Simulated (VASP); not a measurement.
# C (I4_1/amd) in VASP: a series of runs

The runs below take C through single point, with LDA.

All numbers are computed with VASP 6.6.1; they aren't measurements. Logs are shortened: lines on timing, memory, paths and dates and some standing lists are left out, and cuts for length are marked.

### Step 1. The cell of the first run

It takes space group I4_1/amd (No. 141, tetragonal). The conventional cell has a = 2.519 Å, b = 2.519 Å, c = 3.470 Å, α = 90.00°, β = 90.00°, γ = 90.00°. Within 2.0 Å of C (site symmetry -4m2) lie 4 C at 1.53 Å.

### Step 2. Single point, LDA

The input, INCAR:

```
PREC     = Accurate       # precision mode
ENCUT    = 1300           # plane-wave cutoff, eV
EDIFF    = 1E-6           # SCF threshold, eV
ISMEAR   = 0              # smearing method
SIGMA    = 0.05           # smearing width, eV
LREAL    = False          # projectors in reciprocal space
LASPH    = True           # aspherical terms in the spheres
NELM     = 120            # most SCF steps
ALGO     = Normal         # electronic algorithm
ISIF     = 2              # what is computed and relaxed
LWAVE    = False          # write WAVECAR
LCHARG   = False          # write CHGCAR
NBANDS   = 11             # bands
GGA_COMPAT= False
```

The input, KPOINTS:

```
regular mesh
0
Gamma
  12 12 12
```

The input, POSCAR:

```
C
1.0
    0.0000000000      1.7812205950      1.7348691297
    1.7812205950      0.0000000000      1.7348691297
    1.7812205950      1.7812205950      0.0000000000
C
2
Direct
    0.5000000000      0.5000000000      0.5000000000
    0.7500000000      0.7500000000      0.7500000000
```

Potentials or basis: VASP PAW LDA potentials, release 64 (C_h).

Command:

```console
$ cat potpaw_LDA.64/C_h/POTCAR > POTCAR
$ mpirun -np 1 vasp_std > vasp.out
```

OUTCAR:

```text
PREC = Accurate
   ENCUT = 1300
   EDIFF = 1E-6
   ISMEAR = 0
   LREAL = False
   LASPH = True
   NELM = 120
   ISIF = 2

 ion  position               nearest neighbor table
   1  0.500  0.500  0.500-
   2  0.750  0.750  0.750-

  LATTYP: Found a body centered tetragonal cell.
 ALAT       =     2.5190263230
 C/A-ratio  =     1.3774124660

  Lattice vectors:

 A1 = (   0.0000000000,  -1.7812205950,  -1.7348691297)
 A2 = (   0.0000000000,   1.7812205950,  -1.7348691297)
 A3 = (   1.7812205950,   0.0000000000,   1.7348691297)

Analysis of symmetry for initial positions (statically):
=====================================================================
 Subroutine PRICEL returns:
 Original cell was already a primitive cell.

 Routine SETGRP: Setting up the symmetry group for a
 body centered tetragonal supercell.

 Subroutine GETGRP returns: Found 16 space group operations
 (whereof  8 operations were pure point group operations)
 out of a pool of 16 trial point group operations.

The static configuration has the point symmetry D_2d.
 The point group associated with its full space group is D_4h.

Analysis of symmetry for dynamics (positions and initial velocities):
=====================================================================
 Subroutine PRICEL returns:
 Original cell was already a primitive cell.

 Routine SETGRP: Setting up the symmetry group for a
 body centered tetragonal supercell.

 Subroutine GETGRP returns: Found 16 space group operations
 (whereof  8 operations were pure point group operations)
 out of a pool of 16 trial point group operations.

The dynamic configuration has the point symmetry D_2d.
 The point group associated with its full space group is D_4h.

 Subroutine INISYM returns: Found 16 space group operations
 (whereof  8 operations are pure point group operations),
 and found     1 'primitive' translations

----------------------------------------------------------------------------------------

                                     Primitive cell

  volume of cell :      11.0086

  direct lattice vectors                    reciprocal lattice vectors
     0.000000000  1.781220595  1.734869130    -0.280706388  0.280706388  0.288206177
     1.781220595  0.000000000  1.734869130     0.280706388 -0.280706388  0.288206177
     1.781220595  1.781220595  0.000000000     0.280706388  0.280706388 -0.288206177

  length of vectors
     2.486466912  2.486466912  2.519026323     0.490565952  0.490565952  0.490565952

  position of ions in fractional coordinates (direct lattice)
     0.500000000  0.500000000  0.500000000
     0.750000000  0.750000000  0.750000000

  ion indices of the primitive-cell ions
   primitive index   ion index
                 1           1
                 2           2

----------------------------------------------------------------------------------------

 KPOINTS: regular mesh

Automatic generation of k-mesh.
 Grid dimensions read from file:
 generate k-points for:   12   12   12

 Generating k-lattice:

  Cartesian coordinates                     Fractional coordinates (reciprocal lattice)
    -0.023392199  0.023392199  0.024017181     0.083333333 -0.000000000  0.000000000
     0.023392199 -0.023392199  0.024017181    -0.000000000  0.083333333  0.000000000
     0.023392199  0.023392199 -0.024017181     0.000000000  0.000000000  0.083333333

  Length of vectors
     0.040880496  0.040880496  0.040880496

  Shift w.r.t. Gamma in fractional coordinates (k-lattice)
     0.000000000  0.000000000  0.000000000

 Subroutine IBZKPT returns following result:
 ===========================================

 Found    163 irreducible k-points:

 Following reciprocal coordinates:
            Coordinates               Weight
  0.000000  0.000000  0.000000      1.000000
  0.083333 -0.000000  0.000000      8.000000
  0.166667 -0.000000  0.000000      8.000000
  0.250000 -0.000000  0.000000      8.000000
  0.333333  0.000000  0.000000      8.000000
  0.416667 -0.000000  0.000000      8.000000
[... 16 lines left out ...]
  0.500000  0.166667  0.000000      8.000000
 -0.416667  0.166667  0.000000      8.000000
 [... further k-points ...]
   k-points           NKPTS =    163   k-points in BZ     NKDIM =    163   number of bands    NBANDS=     11
   number of dos      NEDOS =    301   number of ions     NIONS =      2
   total plane-waves  NPLWV =  27000
   dimension x,y,z NGX =    30 NGY =   30 NGZ =   30
   dimension x,y,z NGXF=    60 NGYF=   60 NGZF=   60
   ions per type =               2
   NGX,Y,Z   is equivalent  to a cutoff of  20.06, 20.06, 19.80 a.u.
   NGXF,Y,Z  is equivalent  to a cutoff of  40.12, 40.12, 39.60 a.u.
 SYSTEM =  unknown system
   PREC   = accura    normal or accurate (medium, high low for compatibility)
   ISTART =      0    job   : 0-new  1-cont  2-samecut
   ICHARG =      2    charge: 1-file 2-atom 10-const
   ISPIN  =      1    spin polarized calculation?
   LNONCOLLINEAR =      F non collinear calculations
   LSORBIT =      F    spin-orbit coupling
   LASPH  =      T    aspherical Exc in radial PAW
   ENCUT  = 1300.0 eV  95.55 Ry    9.77 a.u.   7.31  7.31  7.41*2*pi/ulx,y,z
   NELM   =    120;   NELMIN=  2; NELMDL= -5     # of ELM steps
   EDIFF  = 0.1E-05   stopping-criterion for ELM
   LREAL  =      F    real-space projection
   EDIFFG = 0.1E-04   stopping-criterion for IOM
   NSW    =      0    number of steps for IOM
   IBRION =     -1    ionic relax: 0-MD 1-quasi-New 2-CG
   NFREE  =      0    steps in history (QN), initial steepest desc. (CG)
   ISIF   =      2    stress and relaxation
   ISYM   =      2    0-nonsym 1-usesym 2-fastsym
   POTIM  = 0.5000    time-step for ionic-motion
   TEBEG  =    0.0;   TEEND  =   0.0 temperature during run
   PSTRESS=    0.0 pullay stress
   NELECT =       8.0000    total number of electrons
   NUPDOWN=      -1.0000    fix difference up-down
   EMIN   =  10.00;   EMAX   =-10.00  energy-range for DOS
   EFERMI =   0.00;   METHOD = LEGACY
   ISMEAR =     0;   SIGMA  =   0.05  broadening in eV -4-tet -1-fermi 0-gaus
   EFERMI_NEDOS =   21; number of points for ismear=-14 and -15
   IALGO  =     38    algorithm
   IMIX   =      4    mixing-type and parameters
     AMIX     =   0.40;   BMIX     =  1.00
     AMIX_MAG =   1.60;   BMIX_MAG =  1.00
  volume/ion in A,a.u.               =       5.50        37.14
  Fermi-wavevector in a.u.,A,eV,Ry     =   1.471841  2.781375 29.474502  2.166315
  Thomas-Fermi vector in A             =   2.586928
   LORBIT       =      0    0 simple, 1 ext, 2 COOP (PROOUT), +10 PAW based schemes
   GGA     = CA    functional components
   LHFCALC =     F    Hartree Fock is set to
   AEXX    =    0.0000 exact exchange contribution
   IVDW    =     0    specifies the selected vdW correction
   LEPSILON=     F    determine dielectric tensor
   LRPA    =     F    only Hartree local field effects (RPA)
 non-spin polarized calculation
 Gauss-broadening in eV      SIGMA  =   0.05
  energy-cutoff  :     1300.00
  volume of cell :       11.01
 maximum number of plane-waves:      1211
 NGX is ok and might be reduce to    30
   NGX = 15   NGY = 15   NGZ = 15

 number of electron       8.0000000 magnetization

 Free energy of the ion-electron system (eV)
  ---------------------------------------------------
  ext. energy  EPLUGINS =         0.00000000
  ---------------------------------------------------
  free energy    TOTEN  =       -20.25249935 eV

  energy without entropy =      -20.25249935  energy(sigma->0) =      -20.25249935

 E-fermi :  11.9645     XC(G=0): -13.7999

 val. band max:       11.6074886217   @ k =   0.0000   0.0000   0.0000
 cond. band min:      15.1350143529   @ k =   0.3333   0.3333   0.0000
 fundamental gap:      3.5275257312
 Fermi energy:        11.9645281453

 k-point     1 :       0.0000    0.0000    0.0000
  band No.  band energies     occupation
      1     -10.3782      2.00000
      2      11.2138      2.00000
      3      11.2138      2.00000
      4      11.6075      2.00000
      5      16.7625      0.00000
      6      17.0884      0.00000
      7      17.0884      0.00000
      8      25.5754      0.00000
      9      30.7567      0.00000
     10      37.5999      0.00000
     11      38.5048      0.00000

 k-point     2 :       0.0833   -0.0000    0.0000
  band No.  band energies     occupation
      1     -10.1822      2.00000
      2      10.0814      2.00000
      3      10.8747      2.00000
      4      11.1737      2.00000
      5      17.2374      0.00000
      6      17.5140      0.00000
      7      17.8054      0.00000
      8      25.6845      0.00000
      9      31.0681      0.00000
     10      35.4754      0.00000
     11      36.2735      0.00000

 k-point     3 :       0.1667   -0.0000    0.0000
  band No.  band energies     occupation
      1      -9.5963      2.00000
      2       7.5404      2.00000
      3      10.1348      2.00000
      4      10.4563      2.00000
      5      18.1789      0.00000
      6      18.4224      0.00000
      7      19.0170      0.00000
      8      25.9927      0.00000
      9      31.7116      0.00000
     10      33.9670      0.00000
     11      34.6018      0.00000

 k-point     4 :       0.2500   -0.0000    0.0000
  band No.  band energies     occupation
      1      -8.6278      2.00000
      2       4.6696      2.00000
      3       9.3676      2.00000
      4       9.7414      2.00000
      5      19.0353      0.00000
      6      19.2277      0.00000
      7      19.9723      0.00000
      8      26.4161      0.00000
      9      32.1197      0.00000
     10      33.7025      0.00000
     11      34.1246      0.00000

 k-point     5 :       0.3333    0.0000    0.0000
  band No.  band energies     occupation
      1      -7.2948      2.00000
      2       1.8431      2.00000
      3       8.7559      2.00000
      4       9.1810      2.00000
      5      19.5269      0.00000
      6      19.6362      0.00000
      7      20.5868      0.00000
      8      26.7900      0.00000
      9      32.3917      0.00000
     10      34.7189      0.00000
     11      34.8588      0.00000
[... 211 lines left out ...]
 k-point    21 :       0.3333    0.1667    0.0000
  band No.  band energies     occupation
      1      -7.4686      2.00000
      2       3.9591      2.00000
      3       7.1951      2.00000
      4       8.1640      2.00000
      5      17.0868      0.00000
      6      22.3314      0.00000
      7      22.5464      0.00000
      8      23.1107      0.00000
      9      33.0369      0.00000
     10      33.3665      0.00000
     11      38.5096      0.00000

 k-point    22 :       0.4167    0.1667    0.0000
  band No.  band energies     occupation
      1      -6.0227      2.00000
      2       1.3482      2.00000
      3       6.9506      2.00000
      4       7.3280      2.00000
      5      17.7672      0.00000
      6      22.4056      0.00000
      7      23.0051      0.00000
      8      23.8695      0.00000
      9      32.6575      0.00000
     10      34.4778      0.00000
     11      39.0126      0.00000

 k-point    23 :       0.5000    0.1667    0.0000
  band No.  band energies     occupation
      1      -4.3659      2.00000
      2      -0.9578      2.00000
      3       6.5939      2.00000
      4       7.0248      2.00000
      5      18.1780      0.00000
      6      22.1102      0.00000
      7      23.2128      0.00000
      8      25.4412      0.00000
      9      31.6627      0.00000
     10      35.6336      0.00000
     11      38.2001      0.00000

 k-point    24 :      -0.4167    0.1667    0.0000
  band No.  band energies     occupation
      1      -4.0254      2.00000
      2      -1.3638      2.00000
      3       6.0719      2.00000
      4       7.4049      2.00000
      5      18.5919      0.00000
      6      21.6387      0.00000
      7      23.2286      0.00000
      8      26.8236      0.00000
      9      30.7498      0.00000
     10      35.7158      0.00000
     11      36.1928      0.00000

 [... further k-points ...]
[... 5 lines left out ...]
  --------------------------------------------------------------------------------------
  -------------------------------------------------------------------------------------
  Total       -0.4849298     -0.4849298      1.1994297      0.0000000      0.0000000      0.0000000
  in kB      -70.5760418    -70.5760418    174.5634299      0.0000000      0.0000000      0.0000000
  external PRESSURE =      11.1371155 kB  Pullay stress =       0.0000000 kB

 VOLUME and BASIS-vectors are now :
 -----------------------------------------------------------------------------
  energy-cutoff  :     1300.00
  volume of cell :       11.01
      direct lattice vectors                 reciprocal lattice vectors
     0.000000000  1.781220595  1.734869130    -0.280706388  0.280706388  0.288206177
     1.781220595  0.000000000  1.734869130     0.280706388 -0.280706388  0.288206177
     1.781220595  1.781220595  0.000000000     0.280706388  0.280706388 -0.288206177

 POSITION                                       TOTAL-FORCE (eV/Angst)
 -----------------------------------------------------------------------------------
      1.78122      1.78122      1.73487         0.000000      0.000000      0.000000
      2.67183      2.67183      2.60230        -0.000000     -0.000000      0.000000
 -----------------------------------------------------------------------------------
    total drift:                                0.000000     -0.000000     -0.000000

  FREE ENERGIE OF THE ION-ELECTRON SYSTEM (eV)
  ---------------------------------------------------
  free  energy   TOTEN  =       -20.2524993493 eV

  energy  without entropy=      -20.2524993493  energy(sigma->0) =      -20.25249935
```

It took 27 s on 1 thread of Intel Xeon 6975P-C (Granite Rapids), shared host; peak memory 0.18 GiB.

Results:

| Property | Result |
| --- | --- |
| Free energy | -20.2525 eV |
| Pressure | 1.1 GPa |
| Band gap on the k mesh | 3.53 eV (least direct gap 5.16 eV) |

Stress tensor (GPa, compression positive):
```
-7.06  0.00  0.00
 0.00 -7.06  0.00
 0.00  0.00 17.46
```

Caveat: the cell differs from its parent crystal (strain +e along x and -e along y +0.0000, strain +e along z and -e/2 along x and y -0.0175); the stress differs along the axes, from -7 to 17 GPa. A k mesh can miss the band edges.

[end of part 1 of 2]
